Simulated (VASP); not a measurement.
A run of VASP 6.6.1:

Contents of INCAR:

```
SYSTEM = K2NaCrF6
PREC = Accurate
ENCUT = 520
EDIFF = 1E-6
ISMEAR = 1
SIGMA = 0.1128
LREAL = .False.
LASPH = .True.
NELM = 80
ALGO = Normal
ISIF = 2
LWAVE = .False.
LCHARG = .False.
NBANDS = 50
```

File KPOINTS:

```
regular mesh
0
Gamma
  4 4 4
  0 0 0
```

POSCAR

```
K2NaCrF6
1.0
    0.0000000000      4.1871494700      4.1871494700
    4.1871494700      0.0000000000      4.1871494700
    4.1871494700      4.1871494700      0.0000000000
Cr F K Na
1 6 2 1
Direct
    0.0000000000      0.0000000000      0.0000000000
    0.7707000000      0.2293000000      0.2293000000
    0.2293000000      0.7707000000      0.2293000000
    0.2293000000      0.7707000000      0.7707000000
    0.7707000000      0.2293000000      0.7707000000
    0.2293000000      0.2293000000      0.7707000000
    0.7707000000      0.7707000000      0.2293000000
    0.2500000000      0.2500000000      0.2500000000
    0.7500000000      0.7500000000      0.7500000000
    0.5000000000      0.5000000000      0.5000000000
```

Potentials or basis: VASP PAW LDA potentials, release 64 (Cr_pv, F, K_sv, Na_pv).

Command:

```console
$ cat potpaw_LDA.64/Cr_pv/POTCAR potpaw_LDA.64/F/POTCAR potpaw_LDA.64/K_sv/POTCAR potpaw_LDA.64/Na_pv/POTCAR > POTCAR
$ mpirun -np 1 vasp_std > vasp.out
```

Hardware: 1 thread of Intel Xeon 8259CL, on a shared host.

Task: Estimate the wall time of this run.

Result: Run time: 2.3 min on 1 thread of Intel Xeon 8259CL, with other jobs on the host, peak memory 0.29 GiB. Counts: scf iterations 14, k points 8.
